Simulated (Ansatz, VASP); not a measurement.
**Two plane-wave programs on TiAl**

File INCAR:

```
SYSTEM = TiAl
ALGO = Normal
EDIFF = 1E-6
ENCUT = 520
ISIF = 2
ISMEAR = 0
LASPH = .TRUE.
LCHARG = .FALSE.
LREAL = .FALSE.
LWAVE = .FALSE.
NBANDS = 14
NELM = 80
PREC = Accurate
SIGMA = 0.1
```

File KPOINTS:

```
k-points
0
G
  6 6 6
  0 0 0
```

Contents of POSCAR:

```
TiAl
1.0
    3.1790640000      0.0000000000      0.0000000000
    0.0000000000      3.1790640000      0.0000000000
    0.0000000000      0.0000000000      3.1790640000
Ti Al
1 1
Direct
    0.0000000000      0.0000000000      0.0000000000
    0.5000000000      0.5000000000      0.5000000000
```

Input for Ansatz:

```yaml
crystal:
  lattice:
    - [3.179064, 0.0, 0.0]
    - [0.0, 3.179064, 0.0]
    - [0.0, 0.0, 3.179064]
  atoms:
    - { symbol: Ti, position: [0.0, 0.0, 0.0] }
    - { symbol: Al, position: [0.5, 0.5, 0.5] }
basis:
  ecutwfc: 420
kpoints:
  mp_grid: { grid: [6, 6, 6] }
hamiltonian:
  xc: lda
  pseudopotentials: { kind: paw, azcp: { folder: soft_1 } }
scf:
  occupations: { method: gaussian, width: 0.1 }
output:
  forces: true
  stress: true
  eigenvalues: true
```

Alike in both runs: task single point; functional LDA; k mesh 6 × 6 × 6; occupations gaussian, width 0.1 eV; no spin polarisation.

```csv
,VASP,Ansatz
version,VASP 6.6.1,Ansatz 0.2.0
potentials or method,"VASP PAW LDA potentials, release 64 (Ti_sv, Al), cutoff 520 eV","scalar-relativistic, plane waves, PAW"
valence electrons in the cell,15,15
```

```csv
,VASP,Ansatz,Ansatz less VASP
gap on the k mesh at the Fermi level (eV),none,none,-
pressure (GPa),-6.0,-6.1,-0.14
```

Ansatz warns that its potentials were made for another functional, while VASP's fit it. LDA's correlation is that of Perdew and Zunger in VASP and of Perdew and Wang (1992) in Ansatz. A gap of «none» marks a metal or a gap that the smearing closes.
